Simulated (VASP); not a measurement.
## Ag7Sn5: single point with PBE

The system is Ag7Sn5.

```
Ag Sn
1.0
     8.32824   -0.09068    0.19413
    -0.09068    8.21693   -0.23783
     0.19413   -0.23783    8.29450
Ag Sn
14 10
Direct
  0.94524 0.78200 0.97919
  0.70761 0.68565 0.17586
  0.74737 0.87570 0.49678
  0.23774 0.97843 0.99619
  0.31857 0.85071 0.55572
  0.17998 0.53965 0.76220
  0.41439 0.21611 0.23701
  0.05883 0.81975 0.32182
  0.83021 0.55218 0.77288
  0.70569 0.02464 0.03355
  0.56450 0.59701 0.47548
  0.83546 0.35877 0.03216
  0.14932 0.24193 0.86644
  0.02646 0.87626 0.64595
  0.45329 0.39713 0.93766
  0.85810 0.13459 0.72640
  0.13830 0.43780 0.18131
  0.39884 0.33807 0.59876
  0.49544 0.09499 0.78412
  0.07977 0.21028 0.44746
  0.87878 0.57550 0.46671
  0.39288 0.78624 0.17556
  0.71795 0.24197 0.38527
  0.55612 0.73948 0.76012
```

```json
{
  "Program": "VASP 6.6.1",
  "Task": "single point",
  "Functional": "PBE",
  "Potentials or basis": "VASP PAW PBE potentials, release 64 (Ag, Sn_d)",
  "Cutoff": "400 eV",
  "k mesh": "1 × 1 × 1, shifted",
  "Occupations": "fermi-dirac, width 0.1163 eV",
  "Spin": "no spin polarisation"
}
```

| Item | Value |
| --- | --- |
| Pressure | 3.6 GPa |
| Largest force | 2.621 eV/Å |

Forces on the atoms (eV/Å):
```
Ag   0.792  0.486 -0.027
Ag   0.041 -0.230  0.086
Ag  -0.558  1.233 -0.570
Ag  -0.313 -0.270 -0.011
Ag   1.218 -0.261 -0.658
Ag  -0.258  1.439 -0.090
Ag  -0.216 -0.103 -0.177
Ag   0.493  0.301 -0.845
Ag  -0.173 -0.717  0.911
Ag  -0.107 -0.047  0.580
Ag  -1.368 -0.667 -1.604
Ag  -0.013  0.099  0.203
Ag  -0.850 -0.033  0.072
Ag   0.008 -0.676  1.324
Sn   1.099  1.615  1.748
Sn  -0.793  0.968  0.507
Sn  -0.089  0.541 -0.444
Sn  -0.898  0.244 -1.637
Sn   0.202 -1.926  0.003
Sn   1.140 -0.473 -0.041
Sn   1.468 -1.185 -1.383
Sn  -0.106 -0.512  0.445
Sn   0.022  0.024 -0.369
Sn  -0.742  0.153  1.979
```

Stress tensor (GPa, compression positive):
```
 3.49 -1.67 -0.73
-1.67  3.51 -1.18
-0.73 -1.18  3.81
```

Levels at points of the mesh, in eV from the Fermi level:
```csv
k point,band 144,band 145,band 146,band 147,band 148,band 149,band 150,band 151
"(0.25, 0.25, 0.25)",-0.81,-0.44,-0.29,-0.08,0.12,0.23,0.40,0.53
```

It took 78 s on 1 thread of Intel(R) Xeon(R) 6975P-C (Granite Rapids), on a shared host, peak memory 0.38 GiB.

Caveat: the atoms stand as in a frame of molecular dynamics; spin-orbit coupling is left out, which moves the levels of the heavy elements.
